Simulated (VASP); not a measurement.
SiW6: single point with PBE+D3(BJ)

SiW6, a slab with vacuum:

```xyz
7
Lattice="4.4683 0.0000 0.0000 -2.2341 3.8696 0.0000 0.0000 0.0000 21.7259" Properties=species:S:1:pos:R:3 pbc="T T T"
W     2.2341    1.2899    4.0000
W     0.0000    2.5797    4.9121
W     0.0000    0.0000    5.8242
W     2.2341    1.2899    6.6718
W     0.0000    2.5797    7.5323
W     0.0000    0.0000    8.3259
Si   -0.4965    0.8599   11.1259
```

```
Program             : VASP 6.6.1
Task                : single point
Functional          : PBE
Dispersion          : D3(BJ)
Potentials or basis : VASP PAW PBE potentials, release 64 (W_sv, Si)
Cutoff              : 520 eV
k mesh              : 6 × 6 × 1
Occupations         : gaussian, width 0.1 eV
Spin                : no spin polarisation
```

```
Largest force              : 2.183 eV/Å
Band gap on the k mesh     : zero (bands 44 and 45 overlap by 0.33 eV)
Dispersion energy per atom : -0.402 eV
```

Forces in eV/Å, atoms in the order of the input:
```
W   -0.005  0.078  2.079
W    0.056 -0.048 -0.646
W   -0.100  0.111 -2.147
W   -0.015 -0.146 -0.150
W    0.062 -0.282  0.661
W   -0.108  0.336  2.155
Si   0.111 -0.049 -1.952
```

Levels at points of the mesh, in eV from the Fermi level:
| k point | band 42 | band 43 | band 44 | band 45 | band 46 | band 47 |
| --- | --- | --- | --- | --- | --- | --- |
| (0.00, 0.00, 0.00) | -1.08 | -1.08 | -0.45 | 0.76 | 1.15 | 1.44 |
| (0.50, 0.00, 0.00) | -0.75 | -0.24 | 0.09 | 0.26 | 0.34 | 0.47 |
| (0.00, 0.50, 0.00) | -0.76 | -0.21 | -0.04 | 0.15 | 0.28 | 0.72 |
| (0.50, 0.50, 0.00) | -0.78 | -0.33 | 0.10 | 0.21 | 0.27 | 0.62 |

Wall time 13 min on 1 thread of AMD EPYC 9R45 96-Core Processor (Zen 5), with other jobs on the host, peak memory 0.65 GiB.

Caveat: spin-orbit coupling is left out, which moves the levels of the heavy elements.
